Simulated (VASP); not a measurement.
## Ti: single point with LDA

The system is Ti.

```xyz
1
Lattice="-1.5442 1.5442 1.8531 1.5442 -1.5442 1.8531 1.5442 1.5442 -1.8531" Properties=species:S:1:pos:R:3 pbc="T T T"
Ti    0.0000    0.0000    0.0000
```

This cell differs from its parent crystal: ratio of the length along z to the lengths across it x 1.2, volume and fractional coordinates fixed.

```json
{
 "Program": "VASP 6.6.1",
 "Task": "single point",
 "Functional": "LDA",
 "Potentials or basis": "VASP PAW LDA potentials, release 64 (Ti_sv)",
 "Cutoff": "520 eV",
 "k mesh": "22 × 22 × 22",
 "Occupations": "gaussian, width 0.15 eV",
 "Spin": "no spin polarisation"
}
```

The pressure is -10.3 GPa and the band gap on the k mesh is zero (band 6 reaches 8.66 eV, above the bottom of band 7 at 7.14 eV).

Stress tensor (GPa, compression positive):
```
-11.31   0.00   0.00
  0.00 -11.31   0.00
  0.00   0.00  -8.38
```

Levels at points of the mesh, in eV from the Fermi level:
```csv
k point,band 4,band 5,band 6,band 7,band 8,band 9
"(0.00, 0.00, 0.00)",-32.22,-5.91,0.65,0.65,1.69,1.74
"(0.50, 0.00, 0.00)",-32.24,-2.49,0.09,0.83,1.58,3.19
"(0.50, 0.50, 0.00)",-32.33,-2.49,-1.31,1.98,3.30,3.35
"(0.50, 0.50, 0.50)",-32.58,-2.35,-1.87,3.53,3.82,3.82
```

It took 2.1 min on 1 thread of Intel(R) Xeon(R) 6975P-C (Granite Rapids), with other jobs on the host, peak memory 0.28 GiB.
